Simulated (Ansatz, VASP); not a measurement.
## Rb in VASP and in Ansatz

The input INCAR:

```
PREC     = Accurate       # precision mode
ENCUT    = 520            # plane-wave cutoff, eV
EDIFF    = 1E-6           # SCF threshold, eV
ISMEAR   = 1              # smearing method
SIGMA    = 0.03           # smearing width, eV
LREAL    = F              # projectors in reciprocal space
LASPH    = T              # aspherical terms in the spheres
NELM     = 60             # most SCF steps
ALGO     = Normal         # electronic algorithm
ISIF     = 2              # what is computed and relaxed
LWAVE    = F              # write WAVECAR
LCHARG   = F              # write CHGCAR
GGA      = PE             # functional
NBANDS   = 10             # bands
```

Contents of KPOINTS:

```
regular mesh
0
Gamma
  8 8 8
```

File POSCAR:

```
Rb
1.0
   -2.8359049291      2.8359049291      2.8359049291
    2.8359049291     -2.8359049291      2.8359049291
    2.8359049291      2.8359049291     -2.8359049291
Rb
1
Direct
    0.0000000000      0.0000000000      0.0000000000
```

Input for Ansatz:

```yaml
crystal:
  lattice:
    - [-2.8359049291, 2.8359049291, 2.8359049291]
    - [2.8359049291, -2.8359049291, 2.8359049291]
    - [2.8359049291, 2.8359049291, -2.8359049291]
  atoms:
    - { symbol: Rb, position: [0.0, 0.0, 0.0] }
hamiltonian:
  xc: pbe
  pseudopotentials:
    kind: paw
    azcp:
      Rb: "pseudopotentials/Rb.paw.azcp"
basis:
  ecutwfc: 420
  fft_grid_basis: typed
kpoints:
  mp_grid: { grid: [8, 8, 8], shift: [0, 0, 0] }
magnetization:
  spin_polarized: false
scf:
  occupations: { method: methfessel_paxton, width: 0.03 }
  lower_state_search: "off"
output:
  stress: true
```

Alike in both runs: task single point; functional PBE; k mesh 8 × 8 × 8; occupations methfessel-paxton of order 1, width 0.03 eV; no spin polarisation.

```csv
,VASP,Ansatz
version,VASP 6.6.1,Ansatz 0.2.0
potentials or method,"VASP PAW PBE potentials, release 64 (Rb_sv), cutoff 520 eV","plane waves (420 eV) with PAW, scalar-relativistic"
valence electrons in the cell,9,9
```

|  | VASP | Ansatz | Ansatz less VASP |
| --- | --- | --- | --- |
| pressure (GPa) | 0.0 | 0.0 | 0.00 |
